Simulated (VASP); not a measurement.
Set up this calculation in VASP 6.6.1, as the native input.

```
Task                   : single point
Functional             : PBE
Potentials or basis    : VASP PAW PBE potentials, release 64 (Al, Ga_d, N)
Cutoff                 : 520 eV
k mesh                 : 8 × 8 × 8
Occupations            : gaussian, width 0.1 eV
Spin                   : collinear spin, ferromagnetic start
Starting moments       : [0.0, 0.0, 0.0, 1.0, 1.0] μB
Dipole correction      : no
Further INCAR settings : ALGO = Normal; EDIFF = 1e-06; NBANDS = 32
```

The structure of AlGa2N2 lies in POSCAR:

```
AlGa2N2
1.0
   -1.7283015300      1.7283015300      5.9843001800
    1.7283015300     -1.7283015300      5.9843001800
    1.7283015300      1.7283015300     -5.9843001800
Al Ga N
1 2 2
Direct
    0.0000000000      0.0000000000      0.0000000000
    0.3339713800      0.3339713800      0.0000000000
    0.6660286200      0.6660286200      0.0000000000
    0.7500000000      0.2500000000      0.5000000000
    0.2500000000      0.7500000000      0.5000000000
```

These files were run (other wordings do the same):

INCAR

```
PREC = Accurate ; ENCUT = 520
EDIFF = 1E-6 ; ISMEAR = 0
SIGMA = 0.1 ; LREAL = F
LASPH = T ; NELM = 150
ALGO = Normal ; ISIF = 2
LWAVE = F ; LCHARG = F
ISPIN = 2 ; MAGMOM = 0 0 0 1 1
LORBIT = 11 ; GGA = PE
NBANDS = 32
```

KPOINTS

```
Automatic mesh
0
Gamma
  8 8 8
```

Potentials or basis: VASP PAW PBE potentials, release 64 (Al, Ga_d, N).

The run is started by

```sh
$ cat potpaw_PBE.64/Al/POTCAR potpaw_PBE.64/Ga_d/POTCAR potpaw_PBE.64/N/POTCAR > POTCAR
$ mpirun -np 1 vasp_std > vasp.out
```

It gave:

The pressure is 8.2 GPa. The largest force is 0.005 eV/Å, the net moment is 0.00 μB per cell and the valence electrons inside the program's atomic spheres are Al 0.73; Ga 11.73; N 3.67.

Wall time 13 min on 1 thread of Intel(R) Xeon(R) Platinum 8259CL CPU @ 2.50GHz (Skylake/Cascade Lake) (shared host), peak memory 0.53 GiB.
